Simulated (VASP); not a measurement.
Crystal: HfC.

```
Hf C
1.0
     3.36500    0.00000    0.00000
    -1.68250    2.91418    0.00000
     0.00000    0.00000    5.23717
Hf C
2 2
Direct
  0.33333 0.66667 0.25000
  0.66667 0.33333 0.75000
  0.00000 0.00000 0.50000
  0.00000 0.00000 0.00000
```

Base run:

```yaml
Program: VASP 6.6.1
Functional: r2SCAN
Potentials_or_basis: VASP PAW PBE potentials, release 64 (Hf_pv, C)
Cutoff: 520 eV
k_mesh: 9 × 9 × 5
Occupations: fermi-dirac, width 0.05 eV
Spin: no spin polarisation
```

Its results: band gap on the k mesh zero (band 14 reaches 7.50 eV, above the bottom of band 15 at 6.20 eV); pressure -8.3 GPa.

**Question.** The run is repeated on the same cell with these changes: functional from r2SCAN to LDA; potentials or basis from VASP PAW PBE potentials, release 64 (Hf_pv, C) to VASP PAW LDA potentials, release 64 (Hf_pv, C). What comes out?

**Answer.** Band gap on the k mesh zero (band 14 reaches 7.11 eV, above the bottom of band 15 at 6.06 eV); pressure -16.4 GPa.

Caveats: spin-orbit coupling is left out, which moves the levels of the heavy elements; the PAW data sets were made with another functional, which shifts forces and pressure a little (some runs).
